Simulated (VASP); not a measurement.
# Ag (Im-3m) in VASP: notebook

The runs below take Ag through single point, with LDA.

Everything below comes from runs of VASP 6.6.1. Logs are shortened: lines on timing, memory, paths and dates and some standing lists are left out, and cuts for length are marked.

**1. The cell of the first run**

It takes space group Im-3m (No. 229, cubic). Conventional cell: a = 3.128 Å, b = 3.128 Å, c = 3.128 Å, α = 90.00°, β = 90.00°, γ = 90.00°. Ag (site symmetry m-3m) has 14 Ag at 2.71 to 3.13 Å within 3.6 Å.

This isn't the form of Ag at room conditions, which is fcc.

**2. Single point, LDA (15.31 Å³/atom)**

File INCAR:

```
PREC     = Accurate       # precision mode
ENCUT    = 520            # plane-wave cutoff, eV
EDIFF    = 1E-6           # SCF threshold, eV
ISMEAR   = -1             # smearing method
SIGMA    = 0.1            # smearing width, eV
LREAL    = F              # projectors in reciprocal space
LASPH    = T              # aspherical terms in the spheres
NELM     = 100            # most SCF steps
ALGO     = Normal         # electronic algorithm
ISIF     = 2              # what is computed and relaxed
LWAVE    = F              # write WAVECAR
LCHARG   = T              # write CHGCAR
GGA      = CA             # functional
LELF     = T              # ELF
LVHAR    = T            
NBANDS   = 12             # bands
```

File KPOINTS:

```
Automatic mesh
0
Gamma
  17 17 17
```

File POSCAR:

```
Ag
1.0
   -1.5640955659      1.5640955659      1.5640955659
    1.5640955659     -1.5640955659      1.5640955659
    1.5640955659      1.5640955659     -1.5640955659
Ag
1
Direct
    0.0000000000      0.0000000000      0.0000000000
```

Potentials or basis: VASP PAW LDA potentials, release 64 (Ag).

Launch:

```sh
$ cat potpaw_LDA.64/Ag/POTCAR > POTCAR
$ mpirun -np 1 vasp_std > vasp.out
```

OUTCAR:

```text
PREC = Accurate
   ENCUT = 520
   EDIFF = 1E-6
   ISMEAR = -1
   LREAL = F
   LASPH = T
   NELM = 100
   ISIF = 2
   GGA = CA

 ion  position               nearest neighbor table
   1  0.000  0.000  0.000-

  LATTYP: Found a body centered cubic cell.
 ALAT       =     3.1281911318

  Lattice vectors:

 A1 = (  -1.5640955659,   1.5640955659,   1.5640955659)
 A2 = (   1.5640955659,  -1.5640955659,   1.5640955659)
 A3 = (   1.5640955659,   1.5640955659,  -1.5640955659)

Analysis of symmetry for initial positions (statically):
=====================================================================
 Subroutine PRICEL returns:
 Original cell was already a primitive cell.

 Routine SETGRP: Setting up the symmetry group for a
 body centered cubic supercell.

 Subroutine GETGRP returns: Found 48 space group operations
 (whereof 48 operations were pure point group operations)
 out of a pool of 48 trial point group operations.

The static configuration has the point symmetry O_h .

Analysis of symmetry for dynamics (positions and initial velocities):
=====================================================================
 Subroutine PRICEL returns:
 Original cell was already a primitive cell.

 Routine SETGRP: Setting up the symmetry group for a
 body centered cubic supercell.

 Subroutine GETGRP returns: Found 48 space group operations
 (whereof 48 operations were pure point group operations)
 out of a pool of 48 trial point group operations.

The dynamic configuration has the point symmetry O_h .

 Subroutine INISYM returns: Found 48 space group operations
 (whereof 48 operations are pure point group operations),
 and found     1 'primitive' translations

----------------------------------------------------------------------------------------

                                     Primitive cell

  volume of cell :      15.3056

  direct lattice vectors                    reciprocal lattice vectors
    -1.564095566  1.564095566  1.564095566     0.000000000  0.319673561  0.319673561
     1.564095566 -1.564095566  1.564095566     0.319673561  0.000000000  0.319673561
     1.564095566  1.564095566 -1.564095566     0.319673561  0.319673561  0.000000000

  length of vectors
     2.709092988  2.709092988  2.709092988     0.452086686  0.452086686  0.452086686

  position of ions in fractional coordinates (direct lattice)
     0.000000000  0.000000000  0.000000000

  ion indices of the primitive-cell ions
   primitive index   ion index
                 1           1

----------------------------------------------------------------------------------------

 KPOINTS: Automatic mesh

Automatic generation of k-mesh.
 Grid dimensions read from file:
 generate k-points for:   17   17   17

 Generating k-lattice:

  Cartesian coordinates                     Fractional coordinates (reciprocal lattice)
     0.000000000  0.018804327  0.018804327     0.058823529  0.000000000  0.000000000
     0.018804327  0.000000000  0.018804327     0.000000000  0.058823529  0.000000000
     0.018804327  0.018804327  0.000000000     0.000000000  0.000000000  0.058823529

  Length of vectors
     0.026593334  0.026593334  0.026593334

  Shift w.r.t. Gamma in fractional coordinates (k-lattice)
     0.000000000  0.000000000  0.000000000

 Subroutine IBZKPT returns following result:
 ===========================================

 Found    165 irreducible k-points:

 Following reciprocal coordinates:
            Coordinates               Weight
  0.000000  0.000000  0.000000      1.000000
  0.058824  0.000000  0.000000     12.000000
  0.117647  0.000000  0.000000     12.000000
  0.176471  0.000000  0.000000     12.000000
  0.235294  0.000000  0.000000     12.000000
  0.294118  0.000000  0.000000     12.000000
[... 16 lines left out ...]
  0.411765  0.117647  0.000000     48.000000
  0.176471  0.176471  0.000000     24.000000
 [... further k-points ...]
   k-points           NKPTS =    165   k-points in BZ     NKDIM =    165   number of bands    NBANDS=     12
   number of dos      NEDOS =    301   number of ions     NIONS =      1
   total plane-waves  NPLWV =   8000
   dimension x,y,z NGX =    20 NGY =   20 NGZ =   20
   dimension x,y,z NGXF=    40 NGYF=   40 NGZF=   40
   ions per type =               1
   NGX,Y,Z   is equivalent  to a cutoff of  12.27, 12.27, 12.27 a.u.
   NGXF,Y,Z  is equivalent  to a cutoff of  24.55, 24.55, 24.55 a.u.
 SYSTEM =  unknown system
   PREC   = accura    normal or accurate (medium, high low for compatibility)
   ISTART =      0    job   : 0-new  1-cont  2-samecut
   ICHARG =      2    charge: 1-file 2-atom 10-const
   ISPIN  =      1    spin polarized calculation?
   LNONCOLLINEAR =      F non collinear calculations
   LSORBIT =      F    spin-orbit coupling
   LASPH  =      T    aspherical Exc in radial PAW
   ENCUT  =  520.0 eV  38.22 Ry    6.18 a.u.   5.04  5.04  5.04*2*pi/ulx,y,z
   NELM   =    100;   NELMIN=  2; NELMDL= -5     # of ELM steps
   EDIFF  = 0.1E-05   stopping-criterion for ELM
   LREAL  =      F    real-space projection
   EDIFFG = 0.1E-04   stopping-criterion for IOM
   NSW    =      0    number of steps for IOM
   IBRION =     -1    ionic relax: 0-MD 1-quasi-New 2-CG
   NFREE  =      0    steps in history (QN), initial steepest desc. (CG)
   ISIF   =      2    stress and relaxation
   ISYM   =      2    0-nonsym 1-usesym 2-fastsym
   POTIM  = 0.5000    time-step for ionic-motion
   TEBEG  =    0.0;   TEEND  =   0.0 temperature during run
   PSTRESS=    0.0 pullay stress
   NELECT =      11.0000    total number of electrons
   NUPDOWN=      -1.0000    fix difference up-down
   EMIN   =  10.00;   EMAX   =-10.00  energy-range for DOS
   EFERMI =   0.00;   METHOD = LEGACY
   ISMEAR =    -1;   SIGMA  =   0.10  broadening in eV -4-tet -1-fermi 0-gaus
   EFERMI_NEDOS =   21; number of points for ismear=-14 and -15
   IALGO  =     38    algorithm
   IMIX   =      4    mixing-type and parameters
     AMIX     =   0.40;   BMIX     =  1.00
     AMIX_MAG =   1.60;   BMIX_MAG =  1.00
  volume/ion in A,a.u.               =      15.31       103.29
  Fermi-wavevector in a.u.,A,eV,Ry     =   1.466411  2.771115 29.257450  2.150362
  Thomas-Fermi vector in A             =   2.582152
   LORBIT       =      0    0 simple, 1 ext, 2 COOP (PROOUT), +10 PAW based schemes
   GGA     = CA    functional components
   LHFCALC =     F    Hartree Fock is set to
   AEXX    =    0.0000 exact exchange contribution
   IVDW    =     0    specifies the selected vdW correction
   LEPSILON=     F    determine dielectric tensor
   LRPA    =     F    only Hartree local field effects (RPA)
 non-spin polarized calculation
  energy-cutoff  :      520.00
  volume of cell :       15.31
 maximum number of plane-waves:       424
   NGX =  9   NGY =  9   NGZ =  9

 number of electron      11.0000006 magnetization

 Free energy of the ion-electron system (eV)
  ---------------------------------------------------
  ext. energy  EPLUGINS =         0.00000000
  ---------------------------------------------------
  free energy    TOTEN  =        -3.73086381 eV

  energy without entropy =       -3.72308497  energy(sigma->0) =       -3.72697439

 E-fermi :   9.7704     XC(G=0): -13.2305

 val. band max:        9.7566629341   @ k =   0.4706   0.0588   0.0000
 cond. band min:       9.7854732532   @ k =  -0.3529   0.4706   0.0588
 fundamental gap:      0.0288103191
 Fermi energy:         9.7704475177

 k-point     1 :       0.0000    0.0000    0.0000
  band No.  band energies     occupation
      1       1.1115      2.00000
      2       4.4246      2.00000
      3       4.4246      2.00000
      4       4.4246      2.00000
      5       6.0490      2.00000
      6       6.0490      2.00000
      7      28.0708      0.00000
      8      28.0708      0.00000
      9      28.0708      0.00000
     10      35.5625      0.00000
     11      35.5625      0.00000
     12      36.0838      0.00000

 k-point     2 :       0.0588    0.0000    0.0000
  band No.  band energies     occupation
      1       1.2369      2.00000
      2       4.3894      2.00000
      3       4.4289      2.00000
      4       4.5035      2.00000
      5       6.0090      2.00000
      6       6.0515      2.00000
      7      27.8742      0.00000
      8      28.0626      0.00000
      9      28.1892      0.00000
     10      33.9914      0.00000
     11      34.4271      0.00000
     12      35.2907      0.00000

 k-point     3 :       0.1176    0.0000    0.0000
  band No.  band energies     occupation
      1       1.5973      2.00000
      2       4.2897      2.00000
      3       4.4433      2.00000
      4       4.7347      2.00000
      5       5.9137      2.00000
      6       6.0598      2.00000
      7      27.1033      0.00000
      8      27.8907      0.00000
      9      28.5269      0.00000
     10      32.8077      0.00000
     11      32.9239      0.00000
     12      33.6468      0.00000

 k-point     4 :       0.1765    0.0000    0.0000
  band No.  band energies     occupation
      1       2.1249      2.00000
      2       4.1423      2.00000
      3       4.5000      2.00000
      4       5.1006      2.00000
      5       5.8228      2.00000
      6       6.0756      2.00000
      7      25.5004      0.00000
      8      27.2710      0.00000
      9      29.0324      0.00000
     10      31.7807      0.00000
     11      32.0718      0.00000
     12      32.5868      0.00000

 k-point     5 :       0.2353    0.0000    0.0000
  band No.  band energies     occupation
      1       2.6284      2.00000
      2       3.9697      2.00000
      3       4.7621      2.00000
      4       5.5698      2.00000
      5       5.7891      2.00000
      6       6.0997      2.00000
      7      23.2905      0.00000
      8      26.2906      0.00000
      9      29.6277      0.00000
     10      29.9280      0.00000
     11      31.8575      0.00000
     12      33.2757      0.00000
[... 228 lines left out ...]
      1       3.0426      2.00000
      2       3.7216      2.00000
      3       5.3340      2.00000
      4       5.8376      2.00000
      5       6.3146      2.00000
      6       7.9997      2.00000
      7      18.6796      0.00000
      8      23.0821      0.00000
      9      25.6844      0.00000
     10      30.7553      0.00000
     11      34.4659      0.00000
     12      34.7958      0.00000

 k-point    22 :       0.3529    0.1176    0.0000
  band No.  band energies     occupation
      1       2.9251      2.00000
      2       3.6177      2.00000
      3       5.6713      2.00000
      4       5.9445      2.00000
      5       6.5378      2.00000
      6       9.2463      1.98947
      7      16.5054      0.00000
      8      22.4935      0.00000
      9      24.9288      0.00000
     10      31.1891      0.00000
     11      34.4895      0.00000
     12      34.9632      0.00000

 k-point    23 :       0.4118    0.1176    0.0000
  band No.  band energies     occupation
      1       2.8495      2.00000
      2       3.5645      2.00000
      3       5.8137      2.00000
      4       5.9598      2.00000
      5       6.7517      2.00000
      6      10.3847      0.00429
      7      14.9043      0.00000
      8      22.1723      0.00000
      9      24.5323      0.00000
     10      31.4401      0.00000
     11      34.5361      0.00000
     12      34.8608      0.00000

 k-point    24 :       0.1765    0.1765    0.0000
  band No.  band energies     occupation
      1       3.2323      2.00000
      2       4.0499      2.00000
      3       4.3143      2.00000
      4       5.6855      2.00000
      5       6.2031      2.00000
      6       7.0145      2.00000
      7      22.3845      0.00000
      8      22.6403      0.00000
      9      26.8606      0.00000
     10      29.9534      0.00000
     11      33.7597      0.00000
     12      35.8784      0.00000

 [... further k-points ...]

------------------------ aborting loop because EDIFF is reached ----------------------------------------

  FORCE on cell =-STRESS in cart. coord.  units (eV):
  Direction    XX          YY          ZZ          XY          YZ          ZX
  --------------------------------------------------------------------------------------
  -------------------------------------------------------------------------------------
  Total        0.7781893      0.7781893      0.7781893      0.0000000      0.0000000     -0.0000000
  in kB       81.4602925     81.4602925     81.4602925      0.0000000      0.0000000     -0.0000000
  external PRESSURE =      81.4602925 kB  Pullay stress =       0.0000000 kB

 VOLUME and BASIS-vectors are now :
 -----------------------------------------------------------------------------
  energy-cutoff  :      520.00
  volume of cell :       15.31
      direct lattice vectors                 reciprocal lattice vectors
    -1.564095566  1.564095566  1.564095566     0.000000000  0.319673561  0.319673561
     1.564095566 -1.564095566  1.564095566     0.319673561  0.000000000  0.319673561
     1.564095566  1.564095566 -1.564095566     0.319673561  0.319673561  0.000000000

 POSITION                                       TOTAL-FORCE (eV/Angst)
 -----------------------------------------------------------------------------------
      0.00000      0.00000      0.00000         0.000000     -0.000000     -0.000000
 -----------------------------------------------------------------------------------
    total drift:                                0.000000     -0.000000      0.000000

  FREE ENERGIE OF THE ION-ELECTRON SYSTEM (eV)
  ---------------------------------------------------
  free  energy   TOTEN  =        -3.7308638114 eV

  energy  without entropy=       -3.7230849720  energy(sigma->0) =       -3.72697439
```

Run time: 36 s. Hardware: 1 thread of Intel Xeon 8259CL, shared host; peak memory 0.14 GiB.

Results:

* Free energy: -3.7309 eV
* Pressure: 8.1 GPa
* Band gap on the k mesh: zero (an odd number of electrons rules out a gap without spin polarisation)

Caveat: the cell stands under pressure.

**3. Single point, LDA**

This run uses another cell than the first one, of 16.11 Å³/atom.

File INCAR:

```
SYSTEM = Ag
ALGO = Normal
EDIFF = 1E-6
ENCUT = 520
GGA = CA
ISIF = 2
ISMEAR = -1
LASPH = .True.
LCHARG = .False.
LREAL = .False.
LWAVE = .False.
NBANDS = 12
NELM = 60
PREC = Accurate
SIGMA = 0.1
```

File KPOINTS:

```
k-points
0
Gamma
  17 17 17
  0 0 0
```

File POSCAR:

```
Ag
1.0
   -1.5910680314      1.5910680314      1.5910680314
    1.5910680314     -1.5910680314      1.5910680314
    1.5910680314      1.5910680314     -1.5910680314
Ag
1
Direct
    0.0000000000      0.0000000000      0.0000000000
```

Potentials or basis: VASP PAW LDA potentials, release 64 (Ag).

Launch:

```sh
$ cat potpaw_LDA.64/Ag/POTCAR > POTCAR
$ mpirun -np 1 vasp_std > vasp.out
```

Run time: 33 s. Hardware: 1 thread of Intel Xeon 8259CL, shared host; peak memory 0.14 GiB.

Results (log left out):

```
Free energy            : -3.7510 eV
Pressure               : 0.1 GPa
Band gap on the k mesh : zero (an odd number of electrons rules out a gap without spin polarisation)
```

Levels at points of the mesh, in eV from the Fermi level:
| k point | band 4 | band 5 | band 6 | band 7 | band 8 | band 9 |
| --- | --- | --- | --- | --- | --- | --- |
| (0.00, 0.00, 0.00) | -5.12 | -3.62 | -3.62 | 18.16 | 18.16 | 18.16 |

(Continued in part 2 of 2.)
